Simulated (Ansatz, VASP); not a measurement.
Al2O3: VASP beside Ansatz

INCAR

```
SYSTEM = Al2O3
PREC     = Accurate       ! precision mode
ENCUT    = 520            ! plane-wave cutoff, eV
EDIFF    = 1E-7           ! SCF threshold, eV
ISMEAR   = 0              ! smearing method
SIGMA    = 0.05           ! smearing width, eV
LREAL    = .False.        ! projectors in reciprocal space
LASPH    = .True.         ! aspherical terms in the spheres
NELM     = 60             ! most SCF steps
ALGO     = Normal         ! electronic algorithm
ISIF     = 2              ! what is computed and relaxed
LWAVE    = .False.        ! write WAVECAR
LCHARG   = .True.         ! write CHGCAR
GGA      = PE             ! functional
IVDW     = 12             ! dispersion correction
LELF     = .True.         ! ELF
LVHAR    = .True.       
NBANDS   = 20             ! bands
```

KPOINTS

```
regular mesh
0
Gamma
  12 12 4
  0 0 0
```

POSCAR

```
Al2O3
1.0
    3.0807633898      0.0000000000      0.0000000000
   -1.5403816949      2.6680193586      0.0000000000
    0.0000000000      0.0000000000      7.0461749301
Al O
2 3
Direct
    0.0000000000      0.0000000000      0.2752945179
    0.0000000000      0.0000000000      0.7247054821
    0.3333333333      0.6666666667      0.1953369158
    0.6666666667      0.3333333333      0.8046630842
    0.0000000000      0.0000000000      0.5000000000
```

Input for Ansatz:

```yaml
crystal:
  lattice:
    - [3.0807633898, 0.0, 0.0]
    - [-1.5403816949, 2.6680193586, 0.0]
    - [0.0, 0.0, 7.0461749301]
  atoms:
    - { symbol: Al, position: [0.0, 0.0, 0.2752945179] }
    - { symbol: Al, position: [0.0, 0.0, 0.7247054821] }
    - { symbol: O, position: [0.3333333333, 0.6666666667, 0.1953369158] }
    - { symbol: O, position: [0.6666666667, 0.3333333333, 0.8046630842] }
    - { symbol: O, position: [0.0, 0.0, 0.5] }
basis:
  ecutwfc: 420
kpoints:
  mp_grid: { grid: [12, 12, 4] }
hamiltonian:
  xc: pbe
  dispersion: d3bj
scf:
  occupations: { method: gaussian, width: 0.05 }
output:
  forces: true
  stress: true
  eigenvalues: true
```

Alike in both runs: task single point; functional PBE; dispersion D3(BJ); k mesh 12 × 12 × 4; occupations gaussian, width 0.05 eV; no spin polarisation.

```csv
,VASP,Ansatz
version,VASP 6.6.1,Ansatz 0.2.0
potentials or method,"VASP PAW PBE potentials, release 64 (Al, O), cutoff 520 eV","scalar-relativistic, plane waves, PAW"
valence electrons in the cell,24,24
```

Ansatz gave:

| Quantity | Value |
| --- | --- |
| gap on the k mesh at the Fermi level (eV) | 3.24 |
| least direct gap on the mesh (eV) | 3.24 |
| pressure (GPa) | 4.4 |
| traceless stress, the component that is largest in VASP (GPa) | 29.79 |
| rms of the force components (eV/Å) | 1.374 |

Task: What did VASP give for the same quantities?

Result: gap on the k mesh at the Fermi level (eV): 3.22; least direct gap on the mesh (eV): 3.22; pressure (GPa): 4.5; traceless stress, the component that is largest in VASP (GPa): 30.29; rms of the force components (eV/Å): 1.405.

Atom by atom the forces differ by 0.031 eV/Å (rms over components).
